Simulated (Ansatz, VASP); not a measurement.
This is a calculation of GeW for VASP 6.6.1.

Contents of INCAR:

```
PREC = Accurate
ENCUT = 600
EDIFF = 1E-6
ISMEAR = -1
SIGMA = 0.05
LREAL = False
LASPH = True
NELM = 60
ALGO = Normal
ISIF = 3
LWAVE = False
LCHARG = False
GGA = RE
IVDW = 12
IBRION = 2
NSW = 60
EDIFFG = -0.01
```

File KPOINTS:

```
regular mesh
0
Gamma
  9 9 9
```

The input POSCAR:

```
GeW
1.0
    0.0000000000      2.5776100000      2.5776100000
    2.5776100000      0.0000000000      2.5776100000
    2.5776100000      2.5776100000      0.0000000000
Ge W
1 1
Direct
    0.5000000000      0.5000000000      0.5000000000
    0.0000000000      0.0000000000      0.0000000000
```

Potentials or basis: VASP PAW PBE potentials, release 64 (Ge_d, W_sv).

Launch:

```bash
$ cat potpaw_PBE.64/Ge_d/POTCAR potpaw_PBE.64/W_sv/POTCAR > POTCAR
$ mpirun -np 1 vasp_std > vasp.out
```

Set up the same calculation for Ansatz 0.2.0. Potentials there: Ansatz PAW.

As run (the cutoff follows the program's own potentials):

input.yaml

```yaml
crystal:
  lattice:
    - [0.0, 2.57761, 2.57761]
    - [2.57761, 0.0, 2.57761]
    - [2.57761, 2.57761, 0.0]
  atoms:
    - { symbol: Ge, position: [0.5, 0.5, 0.5] }
    - { symbol: W, position: [0.0, 0.0, 0.0] }
hamiltonian:
  xc: revpbe
  pseudopotentials: { kind: paw }
  dispersion: d3bj
kpoints:
  mp_grid: { grid: [9, 9, 9] }
scf:
  occupations: { method: fermi_dirac, width: 0.05 }
output:
  forces: true
  stress: true
  eigenvalues: true
relax:
  f_tol: 0.01
  max_steps: 40
  cell: { stress_tol: 0.05 }
```

Potentials or basis: Ansatz PAW.

Launch:

```sh
$ ansatz run input.yaml --threads 2 --pin off --max-ram 5632MiB --backend cpu --events-out ev --progress --plain --runs-dir out
```

Both were run:

|  | VASP | Ansatz | Ansatz less VASP |
| --- | --- | --- | --- |
| gap on the k mesh at the Fermi level, each at its own relaxed structure (eV) | none | none | - |
| relaxed volume (Å³/atom) | 16.50 | 16.47 | -0.035 |
| relaxed cell length with the largest relative difference (Å) | 3.601 | 3.598 | -0.0026 |

VASP's potentials were made for PBE, not for revPBE. A gap of «none» marks a metal or a gap that the smearing closes.

Spin-orbit coupling is off throughout. Noted on Ansatz's run: the plane-wave basis is chosen anew once the cell has moved, so the energies of steps on either side of that aren't comparable.
